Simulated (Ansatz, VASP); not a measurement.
This is a calculation of Pb for VASP 6.6.1.

The input POSCAR:

```
Pb
1.0
   -1.9796595667      1.9796595667      1.9796595667
    1.9796595667     -1.9796595667      1.9796595667
    1.9796595667      1.9796595667     -1.9796595667
Pb
1
Direct
    0.0000000000      0.0000000000      0.0000000000
```

Contents of INCAR.step1:

```
  ALGO = Normal
  EDIFF = 1E-5
  ENCUT = 520
  GGA = PE
  ISIF = 2
  ISMEAR = -1
  LASPH = T
  LCHARG = F
  LREAL = F
  LWAVE = T
  NBANDS = 13
  NELM = 60
  PREC = Accurate
  SIGMA = 0.05
```

The input INCAR.step2:

```
  AEXX = 0.25
  ALGO = Normal
  EDIFF = 1E-6
  ENCUT = 520
  ISIF = 2
  ISMEAR = -1
  ISTART = 1
  LASPH = T
  LCHARG = F
  LHFCALC = T
  LMIXTAU = T
  LREAL = F
  LWAVE = F
  METAGGA = R2SCAN
  NBANDS = 13
  NELM = 60
  PREC = Accurate
  PRECFOCK = Normal
  SIGMA = 0.05
```

The input KPOINTS:

```
k-points
0
Gamma
  5 5 5
```

Potentials or basis: VASP PAW PBE potentials, release 64 (Pb_d).

The run is started by

```console
$ cat potpaw_PBE.64/Pb_d/POTCAR > POTCAR
$ cp INCAR.step1 INCAR
$ mpirun -np 1 vasp_std > vasp.out
$ cp INCAR.step2 INCAR
$ mpirun -np 1 vasp_std > vasp.out
```

Task: Set up the same calculation for Ansatz 0.2.0. Potentials there: Ansatz PAW.

Result: As run (the cutoff follows the program's own potentials):

Contents of input:

```
crystal:
  lattice:
    - [-1.9796595667, 1.9796595667, 1.9796595667]
    - [1.9796595667, -1.9796595667, 1.9796595667]
    - [1.9796595667, 1.9796595667, -1.9796595667]
  atoms:
    - { symbol: Pb, position: [0.0, 0.0, 0.0] }
hamiltonian:
  xc: r2scan0
  pseudopotentials: { kind: paw }
kpoints:
  mp_grid: { grid: [5, 5, 5] }
scf:
  occupations: { method: fermi_dirac, width: 0.05 }
output:
  forces: true
  stress: true
  eigenvalues: true
```

Both were run:

|  | VASP | Ansatz | Ansatz less VASP |
| --- | --- | --- | --- |
| gap on the k mesh at the Fermi level (eV) | none | none | - |
| pressure (GPa) | 0.9 | 1.0 | +0.16 |

VASP's potentials were made for PBE, not for r2SCAN0. A gap of «none» marks a metal or a gap that the smearing closes. With one functional, cell and mesh, what is left measures potentials, basis and numerics.

The k mesh is coarse, so the values compare programs but aren't converged. Spin-orbit coupling is off throughout.
